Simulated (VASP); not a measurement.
Write the native input for VASP 6.6.1 that does the following.

```
Task                   : single point
Functional             : PBE
Dispersion             : D3(BJ)
Potentials or basis    : VASP PAW PBE potentials, release 64 (Nb_sv, P)
Cutoff                 : 500 eV
k mesh                 : 12 × 12 × 12, shifted
Occupations            : gaussian, width 0.1 eV
Spin                   : no spin polarisation
Dipole correction      : no
Further INCAR settings : ALGO = Normal; EDIFF = 1e-06; NBANDS = 16; ISYM = 0
```

The structure of NbP lies in POSCAR:

```
NbP
1.0
    3.3320714782      0.0000000000      0.0000000000
   -1.6660357391      2.8856585473      0.0000000000
    0.0000000000      0.0000000000      3.3390125921
Nb P
1 1
Direct
    0.6666666667      0.3333333333      0.0000000000
    0.3333333333      0.6666666667      0.5000000000
```

The input as run:

INCAR

```
SYSTEM = NbP
ALGO = Normal ; EDIFF = 1E-6
ENCUT = 500 ; GGA = PE
GGA_COMPAT = .FALSE. ; ISIF = 2
ISMEAR = 0 ; ISYM = 0
IVDW = 12 ; LASPH = .TRUE.
LCHARG = .TRUE. ; LELF = .TRUE.
LREAL = .FALSE. ; LVHAR = .TRUE.
LWAVE = .FALSE. ; NBANDS = 16
NELM = 120 ; PREC = Accurate
SIGMA = 0.1
```

KPOINTS

```
Automatic mesh
0
Gamma
  12 12 12
  0.5 0.5 0.5
```

Potentials or basis: VASP PAW PBE potentials, release 64 (Nb_sv, P).

Launch:

```console
$ cat potpaw_PBE.64/Nb_sv/POTCAR potpaw_PBE.64/P/POTCAR > POTCAR
$ mpirun -np 1 vasp_std > vasp.out
```

Results of the run:

```yaml
Pressure: -6.8 GPa
Band_gap_on_the_k_mesh: zero (band 9 reaches 10.49 eV, above the bottom of band 10 at 10.21 eV)
Dispersion_energy_per_atom: -0.620 eV
```

Caveat: pairwise dispersion overbinds metals, which lowers pressure and volume.

It took 7.3 min on 1 thread of Intel(R) Xeon(R) Platinum 8488C (Sapphire Rapids), with other jobs on the host, peak memory 1.2 GiB.
